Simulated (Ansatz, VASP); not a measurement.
Two plane-wave programs on Pb

The input INCAR:

```
PREC = Accurate
ENCUT = 500
EDIFF = 1E-7
ISMEAR = -1
SIGMA = 0.1
LREAL = F
LASPH = T
NELM = 120
ALGO = Normal
ISIF = 3
LWAVE = F
LCHARG = F
GGA = PS
IBRION = 2
NSW = 100
EDIFFG = -0.002
GGA_COMPAT = F
NELMIN = 4
```

File KPOINTS:

```
regular mesh
0
Gamma
  12 12 12
```

The input POSCAR:

```
Pb
1.0
    2.4750200000      2.4750200000      0.0000000000
   -2.4750200000      2.4750200000      0.0000000000
    0.0000000000      2.4750200000      2.4750200000
Pb
1
Direct
    0.0000000000      0.0000000000      0.0000000000
```

Input for Ansatz:

```yaml
crystal:
  lattice:
    - [2.47502, 2.47502, 0.0]
    - [-2.47502, 2.47502, 0.0]
    - [0.0, 2.47502, 2.47502]
  atoms:
    - { symbol: Pb, position: [0.0, 0.0, 0.0] }
kpoints:
  mp_grid: { grid: [12, 12, 12] }
scf:
  occupations: { method: fermi_dirac, width: 0.1 }
hamiltonian:
  xc: pbesol
  pseudopotentials: { kind: paw }
relax:
  f_tol: 0.002
  max_steps: 80
  cell: {}
output:
  forces: true
  stress: true
```

Alike in both runs: task relaxation of cell and atoms; functional PBEsol; k mesh 12 × 12 × 12; occupations fermi-dirac, width 0.1 eV; no spin polarisation.

|  | VASP | Ansatz |
| --- | --- | --- |
| version | VASP 6.6.1 | Ansatz 0.2.0 |
| potentials or method | VASP PAW PBE potentials, release 64 (Pb_d) | PAW with Ansatz's default frozen-core files, scalar-relativistic |
| plane-wave cutoff (eV) | 500 | 420 |
| valence electrons in the cell | 14 | 14 |

```csv
,VASP,Ansatz,Ansatz less VASP
relaxed volume (Å³/atom),30.13,30.16,+0.037
relaxed cell length with the largest relative difference (Å),3.493,3.494,+0.0014
```

VASP's potentials were made for PBE, not for PBEsol.

Spin-orbit coupling is off throughout.
